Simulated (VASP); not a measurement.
# TaN in VASP: a series of runs

The runs below take TaN through single point, with PBE.

All numbers are computed with VASP 6.6.1; they aren't measurements. Logs are shortened: lines on timing, memory, paths and dates and some standing lists are left out, and cuts for length are marked.

## (1) The cell of the first run

The cell holds a wire with vacuum, 2 atoms: a = 9.000 Å, b = 9.300 Å, c = 3.901 Å, α = 90.00°, β = 90.00°, γ = 90.00°.

## (2) Single point, PBE, collinear spin, ferromagnetic start

Contents of INCAR:

```
SYSTEM = TaN
  PREC = Accurate
  ENCUT = 520
  EDIFF = 1E-6
  ISMEAR = 0
  SIGMA = 0.05
  LREAL = .False.
  LASPH = .True.
  NELM = 150
  ALGO = Normal
  ISIF = 2
  LWAVE = .False.
  LCHARG = .False.
  ISPIN = 2
  MAGMOM = 1.5 0.5
  LORBIT = 11
  LMAXMIX = 4
  GGA = PE
  NBANDS = 19
```

Contents of KPOINTS:

```
regular mesh
0
Gamma
  1 1 16
  0 0 0
```

Contents of POSCAR:

```
TaN
1.0
    9.0000000000      0.0000000000      0.0000000000
    0.0000000000      9.3000000000      0.0000000000
    0.0000000000      0.0000000000      3.9007748813
Ta N
1 1
Direct
    0.5000000000      0.5000000000      0.0000000000
    0.5000000000      0.5000000000      0.5000000000
```

Potentials or basis: VASP PAW PBE potentials, release 64 (Ta_pv, N).

Started as:

```bash
cat potpaw_PBE.64/Ta_pv/POTCAR potpaw_PBE.64/N/POTCAR > POTCAR
mpirun -np 1 vasp_std > vasp.out
```

OUTCAR:

```text
SYSTEM = TaN
   PREC = Accurate
   ENCUT = 520
   EDIFF = 1E-6
   ISMEAR = 0
   LREAL = .False.
   LASPH = .True.
   NELM = 150
   ISIF = 2
   ISPIN = 2
   LORBIT = 11
   GGA = PE

 ion  position               nearest neighbor table
   1  0.500  0.500  0.000-   2 1.95   2 1.95
   2  0.500  0.500  0.500-   1 1.95   1 1.95

  LATTYP: Found a simple orthorhombic cell.
 ALAT       =     3.9007748813
 B/A-ratio  =     2.3072338891
 C/A-ratio  =     2.3841416854

  Lattice vectors:

 A1 = (   0.0000000000,   0.0000000000,   3.9007748813)
 A2 = (   9.0000000000,   0.0000000000,   0.0000000000)
 A3 = (   0.0000000000,   9.3000000000,   0.0000000000)

Analysis of symmetry for initial positions (statically):
=====================================================================
 Subroutine PRICEL returns:
 Original cell was already a primitive cell.

 Routine SETGRP: Setting up the symmetry group for a
 simple orthorhombic supercell.

 Subroutine GETGRP returns: Found  8 space group operations
 (whereof  8 operations were pure point group operations)
 out of a pool of  8 trial point group operations.

The static configuration has the point symmetry D_2h.

Analysis of symmetry for dynamics (positions and initial velocities):
=====================================================================
 Subroutine PRICEL returns:
 Original cell was already a primitive cell.

 Routine SETGRP: Setting up the symmetry group for a
 simple orthorhombic supercell.

 Subroutine GETGRP returns: Found  8 space group operations
 (whereof  8 operations were pure point group operations)
 out of a pool of  8 trial point group operations.

The dynamic configuration has the point symmetry D_2h.

Analysis of structural, dynamic, and magnetic symmetry:
=====================================================================
 Subroutine PRICEL returns:
 Original cell was already a primitive cell.

 Routine SETGRP: Setting up the symmetry group for a
 simple orthorhombic supercell.

 Subroutine GETGRP returns: Found  8 space group operations
 (whereof  8 operations were pure point group operations)
 out of a pool of  8 trial point group operations.

The overall configuration has the point symmetry D_2h.

 Subroutine INISYM returns: Found  8 space group operations
 (whereof  8 operations are pure point group operations),
 and found     1 'primitive' translations

[... 100 lines left out ...]
  Fermi-wavevector in a.u.,A,eV,Ry     =   0.599086  1.132109  4.883190  0.358904
  Thomas-Fermi vector in A             =   1.650436
   LORBIT       =     11    0 simple, 1 ext, 2 COOP (PROOUT), +10 PAW based schemes
   GGA     = PE    functional components
   LHFCALC =     F    Hartree Fock is set to
   AEXX    =    0.0000 exact exchange contribution
   IVDW    =     0    specifies the selected vdW correction
   LEPSILON=     F    determine dielectric tensor
   LRPA    =     F    only Hartree local field effects (RPA)
 spin polarized calculation
 Gauss-broadening in eV      SIGMA  =   0.05
  energy-cutoff  :      520.00
  volume of cell :      326.49
 maximum number of plane-waves:      8825
 NGX is ok and might be reduce to    70
   NGX = 33   NGY = 35   NGZ = 15

 number of electron      16.0000000 magnetization       1.9999959

 Free energy of the ion-electron system (eV)
  ---------------------------------------------------
  ext. energy  EPLUGINS =         0.00000000
  ---------------------------------------------------
  free energy    TOTEN  =       -16.11230660 eV

  energy without entropy =      -16.11230344  energy(sigma->0) =      -16.11230502

 E-fermi :  -3.4129     XC(G=0):  -2.3495

 val. band max:       -3.5411361339   @ k =   0.0000   0.0000   0.0000
 cond. band min:      -3.2806099884   @ k =   0.0000   0.0000   0.0000
 fundamental gap:      0.2605261455
 Fermi energy:        -3.4129268207

 spin component 1

 k-point     1 :       0.0000    0.0000    0.0000
  band No.  band energies     occupation
      1     -39.0227      1.00000
      2     -39.0227      1.00000
      3     -38.4079      1.00000
      4     -16.8566      1.00000
      5      -4.7313      1.00000
      6      -4.7070      1.00000
[... 174 lines left out ...]
      5      -8.7673      1.00000
      6      -6.5453      1.00000
[... 11 lines left out ...]
     18       3.4807      0.00000
     19       3.5318      0.00000
 Fermi energy:        -3.4129268207

 spin component 2

 k-point     1 :       0.0000    0.0000    0.0000
  band No.  band energies     occupation
      1     -38.1574      1.00000
      2     -38.1567      1.00000
      3     -37.9802      1.00000
      4     -16.9597      1.00000
      5      -4.7252      1.00000
      6      -4.7244      1.00000
[... 175 lines left out ...]
      6      -6.3896      1.00000
[... 11 lines left out ...]
     18       3.9021      0.00000
     19       3.9351      0.00000

------------------------ aborting loop because EDIFF is reached ----------------------------------------

  FORCE on cell =-STRESS in cart. coord.  units (eV):
  Direction    XX          YY          ZZ          XY          YZ          ZX
  --------------------------------------------------------------------------------------
  -------------------------------------------------------------------------------------
  Total       -0.0540102     -0.0435974      0.2345274      0.0000000      0.0000000     -0.0000000
  in kB       -0.2650392     -0.2139414      1.1508741      0.0000000      0.0000000     -0.0000000
  external PRESSURE =       0.2239645 kB  Pullay stress =       0.0000000 kB

 VOLUME and BASIS-vectors are now :
 -----------------------------------------------------------------------------
  energy-cutoff  :      520.00
  volume of cell :      326.49
      direct lattice vectors                 reciprocal lattice vectors
     9.000000000  0.000000000  0.000000000     0.111111111  0.000000000  0.000000000
     0.000000000  9.300000000  0.000000000     0.000000000  0.107526882  0.000000000
     0.000000000  0.000000000  3.900774881     0.000000000  0.000000000  0.256359321

 POSITION                                       TOTAL-FORCE (eV/Angst)
 -----------------------------------------------------------------------------------
      4.50000      4.65000      0.00000         0.000000      0.000000      0.000000
      4.50000      4.65000      1.95039         0.000000      0.000000      0.000000
 -----------------------------------------------------------------------------------
    total drift:                                0.000000      0.000000      0.000000

  FREE ENERGIE OF THE ION-ELECTRON SYSTEM (eV)
  ---------------------------------------------------
  free  energy   TOTEN  =       -16.1123066031 eV

  energy  without entropy=      -16.1123034395  energy(sigma->0) =      -16.11230502

 total charge

# of ion       s       p       d       tot
------------------------------------------
    1        0.363   6.172   2.164   8.699
    2        1.284   2.432   0.000   3.717
--------------------------------------------------
tot          1.647   8.604   2.164  12.415

 magnetization (x)

# of ion       s       p       d       tot
------------------------------------------
    1        0.187   0.007   0.987   1.180
    2        0.001  -0.090   0.000  -0.088
--------------------------------------------------
tot          0.188  -0.083   0.987   1.092
```

Run time: 1.7 min. Hardware: 1 thread of Intel Xeon 6975P-C (Granite Rapids), shared host; peak memory 0.52 GiB.

What came out:

```
Free energy                                           : -16.1123 eV
Band gap on the k mesh                                : 0.26 eV, direct
Net moment                                            : 2.00 μB per cell
Site moments                                          : Ta +1.18; N -0.09 μB
Valence electrons inside the program's atomic spheres : Ta 8.70; N 3.72
```

Caveat: spin-orbit coupling is left out, which moves the levels of the heavy elements.

## (3) Single point, PBE, collinear spin, ferromagnetic start

Contents of INCAR:

```
SYSTEM = TaN
PREC = Accurate ; ENCUT = 520
EDIFF = 1E-7 ; ISMEAR = 0
SIGMA = 0.05 ; LREAL = .FALSE.
LASPH = .TRUE. ; NELM = 150
ALGO = Normal ; ISIF = 2
LWAVE = .FALSE. ; LCHARG = .TRUE.
ISPIN = 2 ; MAGMOM = 1.5 0.5
LORBIT = 11 ; LMAXMIX = 4
GGA = PE ; LELF = .TRUE.
LVHAR = .TRUE. ; NBANDS = 19
```

Contents of KPOINTS:

```
regular mesh
0
G
  1 1 16
  0 0 0
```

Contents of POSCAR:

```
TaN
1.0
    9.0000000000      0.0000000000      0.0000000000
    0.0000000000      9.3000000000      0.0000000000
    0.0000000000      0.0000000000      3.9002239107
Ta N
1 1
Direct
    0.5000000000      0.5000000000     -0.0174927696
    0.5000000000      0.5000000000      0.4824927696
```

Potentials or basis: VASP PAW PBE potentials, release 64 (Ta_pv, N).

Started as:

```bash
cat potpaw_PBE.64/Ta_pv/POTCAR potpaw_PBE.64/N/POTCAR > POTCAR
mpirun -np 1 vasp_std > vasp.out
```

OUTCAR:

```text
SYSTEM = TaN
   PREC = Accurate
   ENCUT = 520
   EDIFF = 1E-7
   ISMEAR = 0
   LREAL = .FALSE.
   LASPH = .TRUE.
   NELM = 150
   ISIF = 2
   ISPIN = 2
   LORBIT = 11
   GGA = PE

 ion  position               nearest neighbor table
   1  0.500  0.500  0.983-   2 1.95   2 1.95
   2  0.500  0.500  0.482-   1 1.95   1 1.95

  LATTYP: Found a simple orthorhombic cell.
 ALAT       =     3.9002239107
 B/A-ratio  =     2.3075598238
 C/A-ratio  =     2.3844784846

  Lattice vectors:

 A1 = (   0.0000000000,   0.0000000000,   3.9002239107)
 A2 = (   9.0000000000,   0.0000000000,   0.0000000000)
 A3 = (   0.0000000000,   9.3000000000,   0.0000000000)

Analysis of symmetry for initial positions (statically):
=====================================================================
 Subroutine PRICEL returns:
 Original cell was already a primitive cell.

 Routine SETGRP: Setting up the symmetry group for a
 simple orthorhombic supercell.

[... 380 lines left out ...]
      4     -16.9609      1.00000
      5      -4.7255      1.00000
      6      -4.7248      1.00000
[... 175 lines left out ...]
      6      -6.3908      1.00000
[... 11 lines left out ...]
     18       3.8997      0.00000
     19       4.4101      0.00000

------------------------ aborting loop because EDIFF is reached ----------------------------------------

  FORCE on cell =-STRESS in cart. coord.  units (eV):
  Direction    XX          YY          ZZ          XY          YZ          ZX
  --------------------------------------------------------------------------------------
  -------------------------------------------------------------------------------------
  Total       -0.0541244     -0.0438128      0.2695618      0.0000000      0.0000000      0.0000000
  in kB       -0.2656369     -0.2150286      1.3229820      0.0000000      0.0000000      0.0000000
  external PRESSURE =       0.2807722 kB  Pullay stress =       0.0000000 kB

 VOLUME and BASIS-vectors are now :
 -----------------------------------------------------------------------------
  energy-cutoff  :      520.00
  volume of cell :      326.45
      direct lattice vectors                 reciprocal lattice vectors
     9.000000000  0.000000000  0.000000000     0.111111111  0.000000000  0.000000000
     0.000000000  9.300000000  0.000000000     0.000000000  0.107526882  0.000000000
     0.000000000  0.000000000  3.900223911     0.000000000  0.000000000  0.256395536

 POSITION                                       TOTAL-FORCE (eV/Angst)
 -----------------------------------------------------------------------------------
      4.50000      4.65000      3.83200         0.000000      0.000000     -0.000144
      4.50000      4.65000      1.88183         0.000000      0.000000      0.000144
 -----------------------------------------------------------------------------------
    total drift:                                0.000000      0.000000      0.000029

  FREE ENERGIE OF THE ION-ELECTRON SYSTEM (eV)
  ---------------------------------------------------
  free  energy   TOTEN  =       -16.1122685571 eV

  energy  without entropy=      -16.1122651859  energy(sigma->0) =      -16.11226687

 total charge

# of ion       s       p       d       tot
------------------------------------------
    1        0.363   6.172   2.164   8.699
    2        1.285   2.432   0.000   3.717
--------------------------------------------------
tot          1.647   8.604   2.164  12.416

 magnetization (x)

# of ion       s       p       d       tot
------------------------------------------
    1        0.187   0.007   0.987   1.180
    2        0.001  -0.089   0.000  -0.088
--------------------------------------------------
tot          0.188  -0.083   0.987   1.092
```

stdout:

```text
POSCAR found type information on POSCAR TaN
 POSCAR found :  2 types and       2 ions
 scaLAPACK will be used
 LDA part: xc-table for (Slater+PW92), standard interpolation
 POSCAR, INCAR and KPOINTS ok, starting setup
 FFT: planning ... GRIDC
 FFT: planning ... GRID_SOFT
 FFT: planning ... GRID
 WAVECAR not read
 entering main loop
```

Run time: 1.8 min. Hardware: 1 thread of Intel Xeon 6975P-C (Granite Rapids), shared host; peak memory 0.53 GiB.

Results:

* Free energy: -16.1123 eV
* Band gap on the k mesh: 0.26 eV, direct
* Net moment: 2.00 μB per cell
* Site moments: Ta +1.18; N -0.09 μB
* Valence electrons inside the program's atomic spheres: Ta 8.70; N 3.72

Caveat: spin-orbit coupling is left out, which moves the levels of the heavy elements.

(Part 1 of 2 ends here.)
